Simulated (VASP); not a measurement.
# F (P6_3/mmc) in VASP: a series of runs

Runs on F. Level: PBE. Tasks: single point.

Everything below comes from runs of VASP 6.6.1. Logs are shortened: lines on timing, memory, paths and dates and some standing lists are left out, and cuts for length are marked.

## Step 1: The cell of the first run

Symmetry: P6_3/mmc, No. 194, hexagonal system. Conventional cell: a = 2.923 Å, b = 2.923 Å, c = 2.940 Å, α = 90.00°, β = 90.00°, γ = 120.00°. Within 3.0 Å of F (site symmetry -6m2) lie 14 F at 2.24 to 2.94 Å.

## Step 2: Single point, PBE (10.87 Å³/atom)

INCAR reads:

```
SYSTEM = F
PREC = Accurate
ENCUT = 520
EDIFF = 1E-6
ISMEAR = -1
SIGMA = 0.08
LREAL = .False.
LASPH = .True.
NELM = 60
ALGO = Normal
ISIF = 2
LWAVE = .False.
LCHARG = .False.
GGA = PE
NBANDS = 14
```

KPOINTS reads:

```
regular mesh
0
Gamma
  19 19 10
  0 0 0
```

POSCAR reads:

```
F
1.0
    2.9227223324      0.0000000000      0.0000000000
   -1.4613611662      2.5311517881      0.0000000000
    0.0000000000      0.0000000000      2.9400096624
F
2
Direct
    0.3333333333      0.6666666667      0.2500000000
    0.6666666667      0.3333333333      0.7500000000
```

Potentials or basis: VASP PAW PBE potentials, release 64 (F).

On the command line:

```sh
cat potpaw_PBE.64/F/POTCAR > POTCAR
mpirun -np 1 vasp_std > vasp.out
```

OUTCAR:

```text
SYSTEM = F
   PREC = Accurate
   ENCUT = 520
   EDIFF = 1E-6
   ISMEAR = -1
   LREAL = .False.
   LASPH = .True.
   NELM = 60
   ISIF = 2
   GGA = PE

 ion  position               nearest neighbor table
   1  0.333  0.667  0.250-
   2  0.667  0.333  0.750-

  LATTYP: Found a hexagonal cell.
 ALAT       =     2.9227223324
 C/A-ratio  =     1.0059148041

  Lattice vectors:

 A1 = (   2.9227223324,   0.0000000000,   0.0000000000)
 A2 = (  -1.4613611662,   2.5311517881,   0.0000000000)
 A3 = (   0.0000000000,   0.0000000000,   2.9400096624)

Analysis of symmetry for initial positions (statically):
=====================================================================
 Subroutine PRICEL returns:
 Original cell was already a primitive cell.

 Routine SETGRP: Setting up the symmetry group for a
 hexagonal supercell.

 Subroutine GETGRP returns: Found 24 space group operations
 (whereof 12 operations were pure point group operations)
 out of a pool of 24 trial point group operations.

The static configuration has the point symmetry D_3d.
 The point group associated with its full space group is D_6h.

Analysis of symmetry for dynamics (positions and initial velocities):
=====================================================================
 Subroutine PRICEL returns:
 Original cell was already a primitive cell.

 Routine SETGRP: Setting up the symmetry group for a
 hexagonal supercell.

 Subroutine GETGRP returns: Found 24 space group operations
 (whereof 12 operations were pure point group operations)
 out of a pool of 24 trial point group operations.

The dynamic configuration has the point symmetry D_3d.
 The point group associated with its full space group is D_6h.

 Subroutine INISYM returns: Found 24 space group operations
 (whereof 12 operations are pure point group operations),
 and found     1 'primitive' translations

----------------------------------------------------------------------------------------

                                     Primitive cell

  volume of cell :      21.7498

  direct lattice vectors                    reciprocal lattice vectors
     2.922722332  0.000000000  0.000000000     0.342146768  0.197538529  0.000000000
    -1.461361166  2.531151788  0.000000000     0.000000000  0.395077057  0.000000000
     0.000000000  0.000000000  2.940009662     0.000000000  0.000000000  0.340134937

  length of vectors
     2.922722332  2.922722332  2.940009662     0.395077057  0.395077057  0.340134937

  position of ions in fractional coordinates (direct lattice)
     0.333333333  0.666666667  0.250000000
     0.666666667  0.333333333  0.750000000

  ion indices of the primitive-cell ions
   primitive index   ion index
                 1           1
                 2           2

----------------------------------------------------------------------------------------

 KPOINTS: regular mesh

Automatic generation of k-mesh.
 Grid dimensions read from file:
 generate k-points for:   19   19   10

 Generating k-lattice:

  Cartesian coordinates                     Fractional coordinates (reciprocal lattice)
     0.018007725  0.010396765  0.000000000     0.052631579  0.000000000  0.000000000
     0.000000000  0.020793529  0.000000000     0.000000000  0.052631579  0.000000000
     0.000000000  0.000000000  0.034013494     0.000000000  0.000000000  0.100000000

  Length of vectors
     0.020793529  0.020793529  0.034013494

  Shift w.r.t. Gamma in fractional coordinates (k-lattice)
     0.000000000  0.000000000  0.000000000

 Subroutine IBZKPT returns following result:
 ===========================================

 Found    240 irreducible k-points:

 Following reciprocal coordinates:
            Coordinates               Weight
  0.000000  0.000000  0.000000      1.000000
  0.052632  0.000000  0.000000      6.000000
  0.105263  0.000000  0.000000      6.000000
  0.157895  0.000000  0.000000      6.000000
  0.210526  0.000000  0.000000      6.000000
  0.263158  0.000000  0.000000      6.000000
[... 16 lines left out ...]
  0.263158  0.105263  0.000000     12.000000
  0.315789  0.105263  0.000000     12.000000
 [... further k-points ...]
   k-points           NKPTS =    240   k-points in BZ     NKDIM =    240   number of bands    NBANDS=     14
   number of dos      NEDOS =    301   number of ions     NIONS =      2
   total plane-waves  NPLWV =  13824
   dimension x,y,z NGX =    24 NGY =   24 NGZ =   24
   dimension x,y,z NGXF=    48 NGYF=   48 NGZF=   48
   ions per type =               2
   NGX,Y,Z   is equivalent  to a cutoff of  13.65, 13.65, 13.57 a.u.
   NGXF,Y,Z  is equivalent  to a cutoff of  27.30, 27.30, 27.14 a.u.
 SYSTEM =  F
   PREC   = accura    normal or accurate (medium, high low for compatibility)
   ISTART =      0    job   : 0-new  1-cont  2-samecut
   ICHARG =      2    charge: 1-file 2-atom 10-const
   ISPIN  =      1    spin polarized calculation?
   LNONCOLLINEAR =      F non collinear calculations
   LSORBIT =      F    spin-orbit coupling
   LASPH  =      T    aspherical Exc in radial PAW
   ENCUT  =  520.0 eV  38.22 Ry    6.18 a.u.   5.43  5.43  5.47*2*pi/ulx,y,z
   NELM   =     60;   NELMIN=  2; NELMDL= -5     # of ELM steps
   EDIFF  = 0.1E-05   stopping-criterion for ELM
   LREAL  =      F    real-space projection
   EDIFFG = 0.1E-04   stopping-criterion for IOM
   NSW    =      0    number of steps for IOM
   IBRION =     -1    ionic relax: 0-MD 1-quasi-New 2-CG
   NFREE  =      0    steps in history (QN), initial steepest desc. (CG)
   ISIF   =      2    stress and relaxation
   ISYM   =      2    0-nonsym 1-usesym 2-fastsym
   POTIM  = 0.5000    time-step for ionic-motion
   TEBEG  =    0.0;   TEEND  =   0.0 temperature during run
   PSTRESS=    0.0 pullay stress
   NELECT =      14.0000    total number of electrons
   NUPDOWN=      -1.0000    fix difference up-down
   EMIN   =  10.00;   EMAX   =-10.00  energy-range for DOS
   EFERMI =   0.00;   METHOD = LEGACY
   ISMEAR =    -1;   SIGMA  =   0.08  broadening in eV -4-tet -1-fermi 0-gaus
   EFERMI_NEDOS =   21; number of points for ismear=-14 and -15
   IALGO  =     38    algorithm
   IMIX   =      4    mixing-type and parameters
     AMIX     =   0.40;   BMIX     =  1.00
     AMIX_MAG =   1.60;   BMIX_MAG =  1.00
  volume/ion in A,a.u.               =      10.87        73.39
  Fermi-wavevector in a.u.,A,eV,Ry     =   1.413511  2.671149 27.184641  1.998015
  Thomas-Fermi vector in A             =   2.535149
   LORBIT       =      0    0 simple, 1 ext, 2 COOP (PROOUT), +10 PAW based schemes
   GGA     = PE    functional components
   LHFCALC =     F    Hartree Fock is set to
   AEXX    =    0.0000 exact exchange contribution
   IVDW    =     0    specifies the selected vdW correction
   LEPSILON=     F    determine dielectric tensor
   LRPA    =     F    only Hartree local field effects (RPA)
 non-spin polarized calculation
  energy-cutoff  :      520.00
  volume of cell :       21.75
 maximum number of plane-waves:       611
 NGX is ok and might be reduce to    24
   NGX = 11   NGY = 11   NGZ = 11

 number of electron      13.9999984 magnetization

 Free energy of the ion-electron system (eV)
  ---------------------------------------------------
  ext. energy  EPLUGINS =         0.00000000
  ---------------------------------------------------
  free energy    TOTEN  =        -1.96288758 eV

  energy without entropy =       -1.87222778  energy(sigma->0) =       -1.91755768

 E-fermi :  -3.6382     XC(G=0):  -9.7797

 val. band max:       -3.6445682189   @ k =   0.2105   0.0000   0.4000
 cond. band min:      -3.6380027642   @ k =   0.1579   0.1579   0.1000
 fundamental gap:      0.0065654547
 Fermi energy:        -3.6381882949

 k-point     1 :       0.0000    0.0000    0.0000
  band No.  band energies     occupation
      1     -25.6379      2.00000
      2     -22.8039      2.00000
      3      -6.6680      2.00000
      4      -5.5024      2.00000
      5      -5.5024      2.00000
      6      -3.8215      1.81627
      7      -3.8215      1.81626
      8      -3.2104      0.00947
      9       8.7376      0.00000
     10      16.1147      0.00000
     11      22.5856      0.00000
     12      22.5856      0.00000
     13      24.7085      0.00000
     14      25.9615      0.00000

 k-point     2 :       0.0526    0.0000    0.0000
  band No.  band energies     occupation
      1     -25.6177      2.00000
      2     -22.8165      2.00000
      3      -6.6468      2.00000
      4      -5.5294      2.00000
      5      -5.5280      2.00000
      6      -3.8599      1.88218
      7      -3.8043      1.77724
      8      -3.2314      0.01231
      9       8.8331      0.00000
     10      16.1755      0.00000
     11      22.0028      0.00000
     12      22.6503      0.00000
     13      24.6682      0.00000
     14      26.6540      0.00000

 k-point     3 :       0.1053    0.0000    0.0000
  band No.  band energies     occupation
      1     -25.5587      2.00000
      2     -22.8564      2.00000
      3      -6.5838      2.00000
      4      -5.6050      2.00000
      5      -5.6041      2.00000
      6      -3.9645      1.96672
      7      -3.7580      1.63458
      8      -3.2939      0.02666
      9       9.1092      0.00000
     10      16.3494      0.00000
     11      20.8979      0.00000
     12      22.8386      0.00000
     13      24.5403      0.00000
     14      27.3727      0.00000
[... 324 lines left out ...]
 k-point    23 :       0.2632    0.1053    0.0000
  band No.  band energies     occupation
      1     -24.9578      2.00000
      2     -23.3000      2.00000
      3      -6.5036      2.00000
      4      -5.9352      2.00000
      5      -5.9277      2.00000
      6      -4.5420      1.99998
      7      -3.9352      1.95232
      8      -3.5171      0.36086
      9      11.4637      0.00000
     10      16.9796      0.00000
     11      17.5690      0.00000
     12      23.1627      0.00000
     13      23.9441      0.00000
     14      26.5010      0.00000

 k-point    24 :       0.3158    0.1053    0.0000
  band No.  band energies     occupation
      1     -24.7818      2.00000
      2     -23.4430      2.00000
      3      -6.6949      2.00000
      4      -5.9768      2.00000
      5      -5.7416      2.00000
      6      -4.6298      1.99999
      7      -4.1267      1.99555
      8      -3.4815      0.24711
      9      12.0096      0.00000
     10      16.4601      0.00000
     11      17.7059      0.00000
     12      22.8463      0.00000
     13      24.2820      0.00000
     14      26.4272      0.00000

 [... further k-points ...]

------------------------ aborting loop because EDIFF is reached ----------------------------------------

  FORCE on cell =-STRESS in cart. coord.  units (eV):
  Direction    XX          YY          ZZ          XY          YZ          ZX
  --------------------------------------------------------------------------------------
  -------------------------------------------------------------------------------------
  Total       -0.2101464     -0.2101464     -0.2772391      0.0000000     -0.0000000      0.0000000
  in kB      -15.4802550    -15.4802550    -20.4225773      0.0000000     -0.0000000      0.0000000
  external PRESSURE =     -17.1276958 kB  Pullay stress =       0.0000000 kB

 VOLUME and BASIS-vectors are now :
 -----------------------------------------------------------------------------
  energy-cutoff  :      520.00
  volume of cell :       21.75
      direct lattice vectors                 reciprocal lattice vectors
     2.922722332  0.000000000  0.000000000     0.342146768  0.197538529  0.000000000
    -1.461361166  2.531151788  0.000000000     0.000000000  0.395077057  0.000000000
     0.000000000  0.000000000  2.940009662     0.000000000  0.000000000  0.340134937

 POSITION                                       TOTAL-FORCE (eV/Angst)
 -----------------------------------------------------------------------------------
     -0.00000      1.68743      0.73500        -0.000000      0.000000      0.000000
      1.46136      0.84372      2.20501         0.000000      0.000000      0.000000
 -----------------------------------------------------------------------------------
    total drift:                               -0.000000      0.000000     -0.000000

  FREE ENERGIE OF THE ION-ELECTRON SYSTEM (eV)
  ---------------------------------------------------
  free  energy   TOTEN  =        -1.9628875810 eV

  energy  without entropy=       -1.8722277790  energy(sigma->0) =       -1.91755768
```

It took 50 s on 1 thread of Intel Xeon 8259CL, shared host; peak memory 0.17 GiB.

Results:

```yaml
Free_energy: -1.9629 eV
Pressure: -1.7 GPa
Band_gap_on_the_k_mesh: zero (bands 7 and 8 overlap by 1.46 eV)
```

Stress tensor (GPa, compression positive):
```
-1.55  0.00  0.00
 0.00 -1.55  0.00
 0.00  0.00 -2.04
```

Levels at points of the mesh, in eV from the Fermi level:
```csv
k point,band 4,band 5,band 6,band 7,band 8,band 9,band 10,band 11
"(0.00, 0.00, 0.00)",-1.86,-1.86,-0.18,-0.18,0.43,12.38,19.75,26.22
"(0.00, 0.00, 0.50)",-1.94,-0.98,-0.98,-0.98,-0.98,16.62,16.62,26.94
```

Caveat: the atoms stand far beyond bonding distance, and open shells without spin polarisation read as a metal.

## Step 3: Single point, PBE (11.09 Å³/atom)

This run uses another cell than the first one, of 11.09 Å³/atom.

INCAR reads:

```
SYSTEM = F
PREC     = Accurate       ! precision mode
ENCUT    = 520            ! plane-wave cutoff, eV
EDIFF    = 1E-7           ! SCF threshold, eV
ISMEAR   = -1             ! smearing method
SIGMA    = 0.08           ! smearing width, eV
LREAL    = .False.        ! projectors in reciprocal space
LASPH    = .True.         ! aspherical terms in the spheres
NELM     = 100            ! most SCF steps
ALGO     = Normal         ! electronic algorithm
ISIF     = 2              ! what is computed and relaxed
LWAVE    = .False.        ! write WAVECAR
LCHARG   = .True.         ! write CHGCAR
GGA      = PE             ! functional
LELF     = .True.         ! ELF
LVHAR    = .True.       
NBANDS   = 14             ! bands
```

KPOINTS reads:

```
Automatic mesh
0
Gamma
  19 19 10
  0 0 0
```

POSCAR reads:

```
F
1.0
    2.9417015807      0.0000000000      0.0000000000
   -1.4708507903      2.5475882992      0.0000000000
    0.0000000000      0.0000000000      2.9591011692
F
2
Direct
    0.3333333333      0.6666666667      0.2500000000
    0.6666666667      0.3333333333      0.7500000000
```

Potentials or basis: VASP PAW PBE potentials, release 64 (F).

On the command line:

```sh
cat potpaw_PBE.64/F/POTCAR > POTCAR
mpirun -np 1 vasp_std > vasp.out
```

It took 53 s on 1 thread of Intel Xeon 8259CL, shared host; peak memory 0.17 GiB.

It converged, with:

| Item | Value |
| --- | --- |
| Free energy | -1.9589 eV |
| Pressure | -2.6 GPa |
| Band gap on the k mesh | zero (bands 7 and 8 overlap by 1.42 eV) |

Stress tensor (GPa, compression positive):
```
-2.32  0.00  0.00
 0.00 -2.32  0.00
 0.00  0.00 -3.19
```

Levels at points of the mesh, in eV from the Fermi level:
```csv
k point,band 4,band 5,band 6,band 7,band 8,band 9,band 10,band 11
"(0.00, 0.00, 0.00)",-1.81,-1.81,-0.18,-0.18,0.41,12.27,19.71,26.08
"(0.00, 0.00, 0.50)",-1.90,-0.95,-0.95,-0.95,-0.95,16.49,16.49,26.81
```

Caveat: the atoms stand far beyond bonding distance, and open shells without spin polarisation read as a metal.
